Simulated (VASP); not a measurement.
Input of a VASP 6.6.1 run:

The input INCAR:

```
ALGO = Normal
EDIFF = 1E-6
ENCUT = 520
GGA = PE
ISIF = 2
ISMEAR = 0
LASPH = T
LCHARG = F
LREAL = F
LWAVE = F
NBANDS = 16
NELM = 60
PREC = Accurate
SIGMA = 0.05
```

Contents of KPOINTS:

```
k-points
0
Gamma
  8 8 8
```

File POSCAR:

```
AgCl
1.0
    0.0207986250      2.7731500000      2.7731500000
    2.7939486250      0.0000000000      2.7939486250
    2.7731500000      2.7731500000      0.0207986250
Ag Cl
1 1
Direct
    0.5000000000      0.5000000000      0.5000000000
    0.0000000000      0.0000000000      0.0000000000
```

Potentials or basis: VASP PAW PBE potentials, release 64 (Ag, Cl).

The run is started by

```sh
$ cat potpaw_PBE.64/Ag/POTCAR potpaw_PBE.64/Cl/POTCAR > POTCAR
$ mpirun -np 1 vasp_std > vasp.out
```

Problem. Estimate the band gap on the k mesh.

Solution. 0.90 eV, indirect (least direct gap 3.17 eV).

Problem. What does it give for the pressure?

Solution. 1.5 GPa.

Stress tensor (GPa, compression positive):
```
 1.47  0.00 -0.08
 0.00  1.47  0.00
-0.08  0.00  1.47
```

Caveat: the cell differs from its parent crystal (strain +0.0150 x Voigt [0, 0, 0, 0, 1, 0]). A k mesh can miss the band edges.
